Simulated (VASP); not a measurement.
# SrO (I4/mmm) in VASP: further runs, part 2 of 2

VASP 6.6.1. The steps go on from the part before.

## (3) Electric field gradients, PBEsol (equal xx and yy strain of -2 %)

Input file INCAR:

```
SYSTEM = SrO
ALGO = Normal
EDIFF = 1E-8
ENCUT = 520
GGA = PS
ISIF = 2
ISMEAR = -1
LASPH = .True.
LCHARG = .False.
LEFG = .True.
LREAL = .False.
LWAVE = .False.
NBANDS = 15
NELM = 80
PREC = Accurate
SIGMA = 0.03
```

Input file KPOINTS:

```
k-points
0
Gamma
  8 8 8
  0 0 0
```

Input file POSCAR:

```
SrO
1.0
    0.0000000000      2.5184040000      2.5698000000
    2.5184040000      0.0000000000      2.5698000000
    2.5184040000      2.5184040000      0.0000000000
Sr O
1 1
Direct
    0.0000000000      0.0000000000      0.0000000000
    0.5000000000      0.5000000000      0.5000000000
```

Potentials or basis: VASP PAW PBE potentials, release 64 (Sr_sv, O).

Launch:

```bash
$ cat potpaw_PBE.64/Sr_sv/POTCAR potpaw_PBE.64/O/POTCAR > POTCAR
$ mpirun -np 1 vasp_std > vasp.out
```

OUTCAR:

```text
SYSTEM = SrO
   EDIFF = 1E-8
   ENCUT = 520
   GGA = PS
   ISIF = 2
   ISMEAR = -1
   LASPH = .True.
   LREAL = .False.
   NELM = 80
   PREC = Accurate

 ion  position               nearest neighbor table
   1  0.000  0.000  0.000-   2 2.52   2 2.52   2 2.52   2 2.52   2 2.57   2 2.57
   2  0.500  0.500  0.500-   1 2.52   1 2.52   1 2.52   1 2.52   1 2.57   1 2.57

  LATTYP: Found a body centered tetragonal cell.
 ALAT       =     3.5615610923
 C/A-ratio  =     1.4430750636

  Lattice vectors:

 A1 = (  -2.5184040000,   0.0000000000,   2.5698000000)
 A2 = (   2.5184040000,   0.0000000000,   2.5698000000)
 A3 = (   0.0000000000,   2.5184040000,  -2.5698000000)

Analysis of symmetry for initial positions (statically):
=====================================================================
 Subroutine PRICEL returns:
 Original cell was already a primitive cell.

 Routine SETGRP: Setting up the symmetry group for a
 body centered tetragonal supercell.

 Subroutine GETGRP returns: Found 16 space group operations
 (whereof 16 operations were pure point group operations)
 out of a pool of 16 trial point group operations.

The static configuration has the point symmetry D_4h.

Analysis of symmetry for dynamics (positions and initial velocities):
=====================================================================
 Subroutine PRICEL returns:
 Original cell was already a primitive cell.

 Routine SETGRP: Setting up the symmetry group for a
 body centered tetragonal supercell.

 Subroutine GETGRP returns: Found 16 space group operations
 (whereof 16 operations were pure point group operations)
[... 578 lines left out ...]
      7       0.7556      2.00000
      8       0.9564      2.00000
      9       7.3002      0.00000
     10       8.9025      0.00000
     11      10.3934      0.00000
     12      10.5521      0.00000
     13      12.4002      0.00000
     14      13.1482      0.00000
     15      17.9211      0.00000

 [... further k-points ...]

------------------------ aborting loop because EDIFF is reached ----------------------------------------

  FORCE on cell =-STRESS in cart. coord.  units (eV):
  Direction    XX          YY          ZZ          XY          YZ          ZX
  --------------------------------------------------------------------------------------
  -------------------------------------------------------------------------------------
  Total        1.0147596      1.0147596      0.3418036      0.0000000      0.0000000     -0.0000000
  in kB       49.8762336     49.8762336     16.7999150      0.0000000      0.0000000     -0.0000000
  external PRESSURE =      38.8507940 kB  Pullay stress =       0.0000000 kB

 VOLUME and BASIS-vectors are now :
 -----------------------------------------------------------------------------
  energy-cutoff  :      520.00
  volume of cell :       32.60
      direct lattice vectors                 reciprocal lattice vectors
     0.000000000  2.518404000  2.569800000    -0.198538439  0.198538439  0.194567671
     2.518404000  0.000000000  2.569800000     0.198538439 -0.198538439  0.194567671
     2.518404000  2.518404000  0.000000000     0.198538439  0.198538439 -0.194567671

 POSITION                                       TOTAL-FORCE (eV/Angst)
 -----------------------------------------------------------------------------------
      0.00000      0.00000      0.00000         0.000000     -0.000000     -0.000000
      2.51840      2.51840      2.56980         0.000000      0.000000      0.000000
 -----------------------------------------------------------------------------------
    total drift:                                0.000000      0.000000      0.000000

  FREE ENERGIE OF THE ION-ELECTRON SYSTEM (eV)
  ---------------------------------------------------
  free  energy   TOTEN  =       -12.6202160899 eV

  energy  without entropy=      -12.6202160899  energy(sigma->0) =      -12.62021609

 Electric field gradients (V/A^2)
---------------------------------------------------------------------
 ion       V_xx      V_yy      V_zz      V_xy      V_xz      V_yz
---------------------------------------------------------------------
   1     -10.880   -10.880    21.759     0.000     0.000     0.000
   2      -3.633    -3.633     7.266    -0.002    -0.001    -0.001
---------------------------------------------------------------------

 Electric field gradients after diagonalization (V/A^2)
 (convention: |V_zz| > |V_xx| > |V_yy|)
----------------------------------------------------------------------
 ion       V_xx      V_yy      V_zz     asymmetry (V_yy - V_xx)/ V_zz
----------------------------------------------------------------------
   1     -10.880   -10.879    21.759       0.000
   2      -3.635    -3.631     7.266       0.001
----------------------------------------------------------------------

           NMR quadrupolar parameters

 Cq : quadrupolar parameter    Cq=e*Q*V_zz/h
 eta: asymmetry parameters     (V_yy - V_xx)/ V_zz
 Q  : nuclear electric quadrupole moment in mb (millibarn)
----------------------------------------------------------------------
 ion       Cq(MHz)       eta       Q (mb)
----------------------------------------------------------------------
   1       0.053       0.000       1.000
   2       0.018       0.001       1.000
----------------------------------------------------------------------
```

OSZICAR:

```text
N       E                     dE             d eps       ncg     rms          rms(c)
DAV:   1     0.674071403384E+02    0.67407E+02   -0.85349E+03  1778   0.105E+03
DAV:   2    -0.114819019668E+02   -0.78889E+02   -0.70688E+02  2433   0.220E+02
DAV:   3    -0.145559062839E+02   -0.30740E+01   -0.30567E+01  2330   0.389E+01
DAV:   4    -0.146113422891E+02   -0.55436E-01   -0.55430E-01  2174   0.506E+00
DAV:   5    -0.146128968727E+02   -0.15546E-02   -0.15546E-02  2277   0.643E-01    0.186E+01
DAV:   6    -0.127812485604E+02    0.18316E+01   -0.56024E+00  1826   0.187E+01    0.216E+01
DAV:   7    -0.126461478810E+02    0.13510E+00   -0.26676E-01  2190   0.462E+00    0.127E+01
DAV:   8    -0.126190231503E+02    0.27125E-01   -0.11768E-01  2344   0.331E+00    0.526E-01
DAV:   9    -0.126200314896E+02   -0.10083E-02   -0.55184E-03  2375   0.461E-01    0.229E-01
DAV:  10    -0.126201406192E+02   -0.10913E-03   -0.26521E-04  1980   0.161E-01    0.807E-02
DAV:  11    -0.126202075618E+02   -0.66943E-04   -0.77007E-05  2110   0.692E-02    0.247E-02
DAV:  12    -0.126202162635E+02   -0.87017E-05   -0.10480E-05  1926   0.274E-02    0.826E-03
DAV:  13    -0.126202162932E+02   -0.29665E-07   -0.74048E-07  2141   0.694E-03    0.276E-03
DAV:  14    -0.126202160750E+02    0.21815E-06   -0.67712E-08  2141   0.220E-03    0.972E-04
DAV:  15    -0.126202160863E+02   -0.11330E-07   -0.22900E-09  1473   0.492E-04    0.275E-04
DAV:  16    -0.126202160899E+02   -0.35313E-08   -0.69453E-10   983   0.213E-04
   1 F= -.12620216E+02 E0= -.12620216E+02  d E =-.378419E-11
```

Wall time 21 s (1 thread of Intel Xeon Platinum 8559C (Emerald Rapids), shared host); peak memory 0.17 GiB.

Results:

```yaml
Free_energy: -12.6202 eV
Pressure: 3.9 GPa
Band_gap_on_the_k_mesh: 3.07 eV, indirect (least direct gap 3.12 eV)
```

Levels at points of the mesh, in eV from the valence-band top:
```csv
k point,band 4,band 5,band 6,band 7,band 8,band 9,band 10,band 11,band 12,band 13
"(0.00, 0.00, 0.00)",-13.73,-13.73,-0.08,0.00,0.00,4.08,6.11,6.28,6.28,8.39
"(0.50, 0.00, 0.00)",-13.80,-12.51,-2.34,-1.27,-1.27,6.64,8.59,9.04,9.08,12.23
"(0.50, 0.50, 0.00)",-14.13,-14.13,-0.47,-0.05,-0.05,3.14,8.06,10.46,10.51,11.47
"(0.50, 0.00, 0.50)",-14.19,-14.15,-0.34,-0.15,-0.05,3.07,8.05,10.45,10.58,11.34
```

Electric field gradients, principal values (V/Å²):
```tsv
atom	least	middle	greatest (by size)
1 Sr	-10.879	-10.880	21.759
2 O	-3.631	-3.635	7.266
```

Caveat: the cell differs from its parent crystal (equal xx and yy strain of -2 %); without QUAD_EFG the Cq values of the log hold for a quadrupole moment of 1 mb, not for the nuclei; the PAW data sets were made with another functional, which shifts forces and pressure a little.
